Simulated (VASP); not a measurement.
# BaTiO3 (Amm2) in VASP: relaxation of cell and atoms with PBEsol+D3(BJ)

Aim: the relaxation of cell and atoms of BaTiO3 with PBEsol+D3(BJ).

Everything below comes from runs of VASP 6.6.1. Logs are shortened: lines on timing, memory, paths and dates and some standing lists are left out, and cuts for length are marked.

### 1 The cell of the first run

Symmetry: Amm2, No. 38, orthorhombic system. Conventional cell: a = 3.986 Å, b = 5.674 Å, c = 5.690 Å, α = 90.00°, β = 90.00°, γ = 90.00°. Ba (site symmetry mm2) has 12 O at 2.77 to 2.92 Å and 8 Ti at 3.42 to 3.53 Å within 3.7 Å. Ti (site symmetry mm2) has 6 O at 1.93 to 2.09 Å within 2.6 Å. Within 2.6 Å of O (site symmetry mm2) lie 2 Ti at 2.00 Å. Within 2.6 Å of O (site symmetry m) lie 2 Ti at 1.93 to 2.09 Å.

### 2 Relaxation of cell and atoms, PBEsol+D3(BJ)

Contents of INCAR:

```
SYSTEM = BaTiO3
PREC = Accurate
ENCUT = 600
EDIFF = 1E-7
ISMEAR = 0
SIGMA = 0.01
LREAL = .False.
LASPH = .True.
NELM = 120
ALGO = Normal
ISIF = 3
LWAVE = .False.
LCHARG = .False.
GGA = PS
IVDW = 12
IBRION = 2
NSW = 80
EDIFFG = -0.01
GGA_COMPAT = .False.
NELMIN = 4
```

Contents of KPOINTS:

```
Automatic mesh
0
Gamma
  6 6 6
  0 0 0
```

Contents of POSCAR:

```
BaTiO3
1.0
    3.9855000000      0.0000000000      0.0000000000
    0.0000000000      2.8369000000     -2.8451500000
    0.0000000000      2.8369000000      2.8451500000
Ba Ti O
1 1 3
Direct
    0.0000000000      0.0000000000      0.0000000000
    0.5000000000      0.4876000000      0.5124000000
    0.0000000000      0.5126000000      0.4874000000
    0.5000000000      0.0081600000      0.5052400000
    0.5000000000      0.4947600000      0.9918400000
```

Potentials or basis: VASP PAW PBE potentials, release 64 (Ba_sv, Ti_sv, O).

Run with:

```console
$ cat potpaw_PBE.64/Ba_sv/POTCAR potpaw_PBE.64/Ti_sv/POTCAR potpaw_PBE.64/O/POTCAR > POTCAR
$ mpirun -np 1 vasp_std > vasp.out
```

OUTCAR:

```text
SYSTEM = BaTiO3
   PREC = Accurate
   ENCUT = 600
   EDIFF = 1E-7
   ISMEAR = 0
   LREAL = .False.
   LASPH = .True.
   NELM = 120
   ISIF = 3
   GGA = PS
   IVDW = 12
   IBRION = 2
   NSW = 80
   EDIFFG = -0.01
   NELMIN = 4
 IVDW          = 12

 ion  position               nearest neighbor table
   1  0.000  0.000  0.000-   3 2.77   4 2.81   5 2.81   4 2.81   5 2.81   3 2.84   3 2.84   4 2.84
                             4 2.84   5 2.84   5 2.84   3 2.92   2 3.42   2 3.42   2 3.47   2 3.47
   2  0.500  0.488  0.512-   4 1.93   5 1.93   3 2.00   3 2.00   5 2.09   4 2.09   1 3.42   1 3.42
                             1 3.47   1 3.47   1 3.47   1 3.47   1 3.53   1 3.53
   3  0.000  0.513  0.487-   2 2.00   2 2.00   1 2.77   1 2.84   1 2.84   1 2.92
   4  0.500  0.008  0.505-   2 1.93   2 2.09   1 2.81   1 2.81   1 2.84   1 2.84
   5  0.500  0.495  0.992-   2 1.93   2 2.09   1 2.81   1 2.81   1 2.84   1 2.84

  LATTYP: Found a base centered orthorhombic cell.
 ALAT       =     5.6738000000
 B/A-ratio  =     1.0029081039
 C/A-ratio  =     0.7024392823

  Lattice vectors:

 A1 = (   0.0000000000,   2.8369000000,  -2.8451500000)
 A2 = (   0.0000000000,   2.8369000000,   2.8451500000)
 A3 = (   3.9855000000,   0.0000000000,   0.0000000000)

Analysis of symmetry for initial positions (statically):
=====================================================================
 Subroutine PRICEL returns:
 Original cell was already a primitive cell.

 Routine SETGRP: Setting up the symmetry group for a
 base centered orthorhombic supercell.

 Subroutine GETGRP returns: Found  4 space group operations
 (whereof  4 operations were pure point group operations)
 out of a pool of  8 trial point group operations.

The static configuration has the point symmetry C_2v.

Analysis of symmetry for dynamics (positions and initial velocities):
=====================================================================
 Subroutine PRICEL returns:
 Original cell was already a primitive cell.

 Routine SETGRP: Setting up the symmetry group for a
 base centered orthorhombic supercell.

 Subroutine GETGRP returns: Found  4 space group operations
 (whereof  4 operations were pure point group operations)
 out of a pool of  8 trial point group operations.

The dynamic configuration has the point symmetry C_2v.

 Subroutine INISYM returns: Found  4 space group operations
 (whereof  4 operations are pure point group operations),
 and found     1 'primitive' translations

----------------------------------------------------------------------------------------

                                     Primitive cell

  volume of cell :      64.3372

  direct lattice vectors                    reciprocal lattice vectors
     3.985500000  0.000000000  0.000000000     0.250909547  0.000000000  0.000000000
     0.000000000  2.836900000 -2.845150000     0.000000000  0.176248722 -0.175737659
     0.000000000  2.836900000  2.845150000     0.000000000  0.176248722  0.175737659

  length of vectors
     3.985500000  4.017820321  4.017820321     0.250909547  0.248892219  0.248892219

  position of ions in fractional coordinates (direct lattice)
     0.000000000  0.000000000  0.000000000
     0.500000000  0.487600000  0.512400000
     0.000000000  0.512600000  0.487400000
     0.500000000  0.008160000  0.505240000
     0.500000000  0.494760000  0.991840000

  ion indices of the primitive-cell ions
   primitive index   ion index
                 1           1
                 2           2
                 3           3
                 4           4
                 5           5

----------------------------------------------------------------------------------------

 KPOINTS: Automatic mesh

Automatic generation of k-mesh.
 Grid dimensions read from file:
 generate k-points for:    6    6    6

 Generating k-lattice:

  Cartesian coordinates                     Fractional coordinates (reciprocal lattice)
     0.041818258  0.000000000  0.000000000     0.166666667  0.000000000  0.000000000
     0.000000000  0.029374787 -0.029289610     0.000000000  0.166666667  0.000000000
     0.000000000  0.029374787  0.029289610     0.000000000  0.000000000  0.166666667

  Length of vectors
     0.041818258  0.041482037  0.041482037

  Shift w.r.t. Gamma in fractional coordinates (k-lattice)
     0.000000000  0.000000000  0.000000000

 Subroutine IBZKPT returns following result:
 ===========================================

 Found     52 irreducible k-points:

 Following reciprocal coordinates:
            Coordinates               Weight
  0.000000  0.000000  0.000000      1.000000
  0.166667  0.000000  0.000000      2.000000
  0.333333  0.000000  0.000000      2.000000
  0.500000  0.000000  0.000000      1.000000
  0.000000  0.166667  0.000000      4.000000
  0.166667  0.166667  0.000000      8.000000
[... 16 lines left out ...]
  0.333333  0.333333  0.166667      8.000000
  0.500000  0.333333  0.166667      4.000000
 [... further k-points ...]
   k-points           NKPTS =     52   k-points in BZ     NKDIM =     52   number of bands    NBANDS=     24
   number of dos      NEDOS =    301   number of ions     NIONS =      5
   total plane-waves  NPLWV =  32768
   dimension x,y,z NGX =    32 NGY =   32 NGZ =   32
   dimension x,y,z NGXF=    64 NGYF=   64 NGZF=   64
   ions per type =               1   1   3
   NGX,Y,Z   is equivalent  to a cutoff of  13.35, 13.24, 13.24 a.u.
   NGXF,Y,Z  is equivalent  to a cutoff of  26.70, 26.48, 26.48 a.u.
 SYSTEM =  BaTiO3
   PREC   = accura    normal or accurate (medium, high low for compatibility)
   ISTART =      0    job   : 0-new  1-cont  2-samecut
   ICHARG =      2    charge: 1-file 2-atom 10-const
   ISPIN  =      1    spin polarized calculation?
   LNONCOLLINEAR =      F non collinear calculations
   LSORBIT =      F    spin-orbit coupling
   LASPH  =      T    aspherical Exc in radial PAW
   ENCUT  =  600.0 eV  44.10 Ry    6.64 a.u.   7.96  8.02  8.02*2*pi/ulx,y,z
   NELM   =    120;   NELMIN=  4; NELMDL= -5     # of ELM steps
   EDIFF  = 0.1E-06   stopping-criterion for ELM
   LREAL  =      F    real-space projection
   EDIFFG = -.1E-01   stopping-criterion for IOM
   NSW    =     80    number of steps for IOM
   IBRION =      2    ionic relax: 0-MD 1-quasi-New 2-CG
   NFREE  =      1    steps in history (QN), initial steepest desc. (CG)
   ISIF   =      3    stress and relaxation
   ISYM   =      2    0-nonsym 1-usesym 2-fastsym
   POTIM  = 0.5000    time-step for ionic-motion
   TEBEG  =    0.0;   TEEND  =   0.0 temperature during run
   PSTRESS=    0.0 pullay stress
   NELECT =      40.0000    total number of electrons
   NUPDOWN=      -1.0000    fix difference up-down
   EMIN   =  10.00;   EMAX   =-10.00  energy-range for DOS
   EFERMI =   0.00;   METHOD = LEGACY
   ISMEAR =     0;   SIGMA  =   0.01  broadening in eV -4-tet -1-fermi 0-gaus
   EFERMI_NEDOS =   21; number of points for ismear=-14 and -15
   IALGO  =     38    algorithm
   IMIX   =      4    mixing-type and parameters
     AMIX     =   0.40;   BMIX     =  1.00
     AMIX_MAG =   1.60;   BMIX_MAG =  1.00
  volume/ion in A,a.u.               =      12.87        86.83
  Fermi-wavevector in a.u.,A,eV,Ry     =   1.397250  2.640420 26.562762  1.952308
  Thomas-Fermi vector in A             =   2.520525
   LORBIT       =      0    0 simple, 1 ext, 2 COOP (PROOUT), +10 PAW based schemes
   GGA     = PS    functional components
   LHFCALC =     F    Hartree Fock is set to
   AEXX    =    0.0000 exact exchange contribution
   IVDW    =    12    specifies the selected vdW correction
   LEPSILON=     F    determine dielectric tensor
   LRPA    =     F    only Hartree local field effects (RPA)
 conjugate gradient relaxation of ions
 non-spin polarized calculation
 Gauss-broadening in eV      SIGMA  =   0.01
  energy-cutoff  :      600.00
  volume of cell :       64.34
 maximum number of plane-waves:      2176
 NGX is ok and might be reduce to    32
   NGX = 15   NGY = 17   NGZ = 17

--------------------------------------- Ionic step        1  -------------------------------------------

 number of electron      39.9999992 magnetization

 Free energy of the ion-electron system (eV)
  ---------------------------------------------------
  ext. energy  EPLUGINS =         0.00000000
  ---------------------------------------------------
  free energy    TOTEN  =       -41.98249972 eV

  energy without entropy =      -41.98249972  energy(sigma->0) =      -41.98249972

------------------------ aborting loop because EDIFF is reached ----------------------------------------

 Edisp (eV)   -1.31624

 E8    (eV) :    -0.9113

  FORCE on cell =-STRESS in cart. coord.  units (eV):
  Direction    XX          YY          ZZ          XY          YZ          ZX
  --------------------------------------------------------------------------------------
  -------------------------------------------------------------------------------------
  Total      -2.24309    -2.18376    -2.43709     0.00000     0.00000     0.00000
  in kB     -55.85925   -54.38185   -60.69047     0.00000     0.00000     0.00000
  external pressure =      -56.98 kB  Pullay stress =        0.00 kB
[... 325 lines left out ...]
  energy  without entropy=      -43.3526136769  energy(sigma->0) =      -43.35261368

--------------------------------------- Ionic step        9  -------------------------------------------

 number of electron      39.9999991 magnetization

 Free energy of the ion-electron system (eV)
  ---------------------------------------------------
  ext. energy  EPLUGINS =         0.00000000
  ---------------------------------------------------
  free energy    TOTEN  =       -41.99400986 eV

  energy without entropy =      -41.99400986  energy(sigma->0) =      -41.99400986

 E-fermi :   3.9655     XC(G=0): -11.6532

 val. band max:        3.8979253935   @ k =   0.5000   0.5000   0.5000
 cond. band min:       5.8635820909   @ k =   0.0000   0.0000   0.0000
 fundamental gap:      1.9656566974
 Fermi energy:         3.9655209803

 k-point     1 :       0.0000    0.0000    0.0000
  band No.  band energies     occupation
      1     -52.2271      2.00000
      2     -28.5980      2.00000
      3     -28.5945      2.00000
      4     -28.5704      2.00000
      5     -20.8186      2.00000
      6     -12.9724      2.00000
[... 637 lines left out ...]
     23       7.9639      0.00000
     24       9.7331      0.00000

 [... further k-points ...]

------------------------ aborting loop because EDIFF is reached ----------------------------------------

 Edisp (eV)   -1.35862

 E8    (eV) :    -0.9409

  FORCE on cell =-STRESS in cart. coord.  units (eV):
  Direction    XX          YY          ZZ          XY          YZ          ZX
  --------------------------------------------------------------------------------------
  -------------------------------------------------------------------------------------
  Total      -0.01781    -0.00371     0.01378     0.00000     0.00000     0.00000
  in kB      -0.45731    -0.09535     0.35365     0.00000     0.00000     0.00000
  external pressure =       -0.07 kB  Pullay stress =        0.00 kB
[... 20 lines left out ...]
  FREE ENERGIE OF THE ION-ELECTRON SYSTEM (eV)
  ---------------------------------------------------
  free  energy   TOTEN  =       -43.3526346078 eV

  energy  without entropy=      -43.3526346078  energy(sigma->0) =      -43.35263461

 reached required accuracy - stopping structural energy minimisation
```

It took 7.1 min on 1 thread of Intel Xeon Platinum 8259CL at 2.50GHz (Skylake/Cascade Lake), shared host; peak memory 0.27 GiB.

Results:

| Item | Value |
| --- | --- |
| Free energy | -43.3526 eV |
| Relaxed volume | 12.48 Å³/atom |
| Relaxed cell | a = 3.947 Å, b = 3.976 Å, c = 3.976 Å, α = 90.09°, β = 90.00°, γ = 90.00° |
| Space group after relaxing (to 0.1 Å) | Amm2 (No. 38) |
| Energy gained by relaxing | 10.8 meV/atom |
| Ionic steps | 9 |
| Pressure after relaxing | 0.0 GPa |
| Largest force after relaxing | 0.009 eV/Å |
| Band gap on the k mesh | 1.97 eV (least direct gap 2.21 eV) |
| Dispersion energy per atom | -0.272 eV |

Forces in eV/Å, atoms in the order of the input:
```
Ba   0.000  0.000  0.009
Ti   0.000  0.000  0.005
O    0.000  0.000 -0.009
O    0.000  0.003 -0.002
O    0.000 -0.003 -0.002
```

Step by step:
```tsv
step	energy change (eV)	largest force (eV/Å)	pressure (GPa)	volume (Å³)
1	0.0000	0.2801	-5.70	64.34
2	0.0027	0.3313	7.22	60.17
3	-0.0422	0.2040	0.22	62.23
4	-0.0472	0.1501	0.17	62.25
5	-0.0526	0.0677	0.07	62.29
6	-0.0537	0.0376	0.03	62.37
7	-0.0537	0.0374	0.02	62.37
8	-0.0539	0.0166	0.00	62.39
9	-0.0539	0.0094	-0.01	62.41
```

Final structure:
```cif
data_structure
_symmetry_space_group_name_H-M 'P 1'
_symmetry_Int_Tables_number 1
_cell_length_a 3.9473
_cell_length_b 3.9763
_cell_length_c 3.9763
_cell_angle_alpha 90.090
_cell_angle_beta 90.000
_cell_angle_gamma 90.000
_cell_volume 62.41
loop_
_atom_site_label
_atom_site_type_symbol
_atom_site_fract_x
_atom_site_fract_y
_atom_site_fract_z
_atom_site_occupancy
Ba1 Ba 0.00000 0.99598 0.00402 1
Ti1 Ti 0.50000 0.48499 0.51501 1
O1 O 0.00000 0.50593 0.49407 1
O2 O 0.50000 0.01093 0.49471 1
O3 O 0.50000 0.50529 0.98907 1
```

Caveat: the PAW data sets were made with another functional, which shifts forces and pressure a little; spin-orbit coupling is left out, which moves the levels of the heavy elements.
